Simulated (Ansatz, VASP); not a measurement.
Two plane-wave programs on Pt

```
Pt
1.0
     2.55362    0.00000    0.00000
    -1.27681    2.21150    0.00000
     0.00000    0.00000    4.79213
Pt
2
Direct
  0.66667 0.33333 0.75000
  0.33333 0.66667 0.25000
```

Change from the starting cell: strain -0.0750 x Voigt [1, 1, 0, 0, 0, 0], atoms carried along.

Alike in both runs: task single point; functional r2SCAN; k mesh 18 × 18 × 10; occupations gaussian, width 0.15 eV; no spin polarisation.

```csv
,VASP,Ansatz
version,VASP 6.6.1,Ansatz 0.2.0
potentials or method,"VASP PAW PBE potentials, release 64 (Pt), cutoff 520 eV","scalar-relativistic, plane waves, PAW"
valence electrons in the cell,20,36
```

```tsv
	VASP	Ansatz	Ansatz less VASP
gap on the k mesh at the Fermi level (eV)	none	none	-
pressure (GPa)	57.8	56.0	-1.81
traceless stress, the component that is largest in VASP (GPa)	-30.46	-29.83	+0.628
```

VASP's potentials were made for PBE, not for r2SCAN. A gap of «none» marks a metal or a gap that the smearing closes. Both programs put the cell under a high pressure, so it lies far from rest at this level. The functional is the same, so the differences come from potentials, cutoffs and numerics. VASP's potentials hold 20 valence electrons a cell and Ansatz's 36, so a difference there can come from the potentials and not from the codes.

Neither program's run includes spin-orbit coupling.
